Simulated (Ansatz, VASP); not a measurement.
**CdRu2: VASP beside Ansatz**

```
Cd Ru
1.0
     0.00000    3.64109    3.64109
     3.64109    0.00000    3.64109
     3.64109    3.64109    0.00000
Cd Ru
2 4
Cartesian
  0.0000 0.0000 0.0000
  1.8205 1.8205 1.8205
  4.5514 4.5514 4.5514
  4.5514 2.7308 2.7308
  2.7308 2.7308 4.5514
  2.7308 4.5514 2.7308
```

Alike in both runs: functional r2SCAN; k mesh 4 × 4 × 4; occupations gaussian, width 0.1 eV; no spin polarisation.

Ansatz relaxed the structure, and its values are those at the end. VASP's run is a single point on that final structure, the one shown.

|  | VASP | Ansatz |
| --- | --- | --- |
| version | VASP 6.6.1 | Ansatz 0.2.0 |
| potentials or method | VASP PAW PBE potentials, release 64 (Cd_sv_GW, Ru_sv), cutoff 660 eV | scalar-relativistic, plane waves, PAW |
| valence electrons in the cell | 104 | 104 |

|  | VASP | Ansatz | Ansatz less VASP |
| --- | --- | --- | --- |
| gap on the k mesh at the Fermi level (eV) | none | none | - |
| pressure (GPa) | 0.1 | 0.0 | -0.05 |

VASP's potentials were made for PBE, not for r2SCAN. A gap of «none» marks a metal or a gap that the smearing closes.

The k mesh is coarse, so the values compare programs but aren't converged.
